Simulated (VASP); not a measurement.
A run of VASP 6.6.1 is set up as follows.

The input INCAR:

```
  PREC = Accurate
  ENCUT = 600
  EDIFF = 1E-6
  ISMEAR = -1
  SIGMA = 0.1
  LREAL = False
  LASPH = True
  NELM = 80
  ALGO = Normal
  ISIF = 3
  LWAVE = False
  LCHARG = False
  IBRION = 2
  NSW = 32
  EDIFFG = -0.005
  PSTRESS = 2500.0
```

KPOINTS

```
regular mesh
0
Gamma
  20 20 20
```

POSCAR

```
Ru
1.0
   -1.3378382725      1.3378382725      1.3378382725
    1.3378382725     -1.3378382725      1.3378382725
    1.3378382725      1.3378382725     -1.3378382725
Ru
1
Direct
    0.0000000000      0.0000000000      0.0000000000
```

Potentials or basis: VASP PAW LDA potentials, release 64 (Ru_pv).

Command:

```sh
$ cat potpaw_LDA.64/Ru_pv/POTCAR > POTCAR
$ mpirun -np 1 vasp_std > vasp.out
```

(1) Predict the relaxed cell.

(2) What does it give for the space group after relaxing (to 0.05 Å)?

(3) Estimate the relaxed volume.

(4) Predict the band gap on the k mesh.

## Answers

(1) a = 2.320 Å, b = 2.320 Å, c = 2.320 Å, α = 109.47°, β = 109.47°, γ = 109.47°.

(2) Im-3m (No. 229).

(3) 9.62 Å³/atom.

(4) zero (band 7 reaches 23.65 eV, above the bottom of band 8 at 16.83 eV).

Caveat: the cell is relaxed towards a set pressure, so the enthalpy falls and the energy may rise.
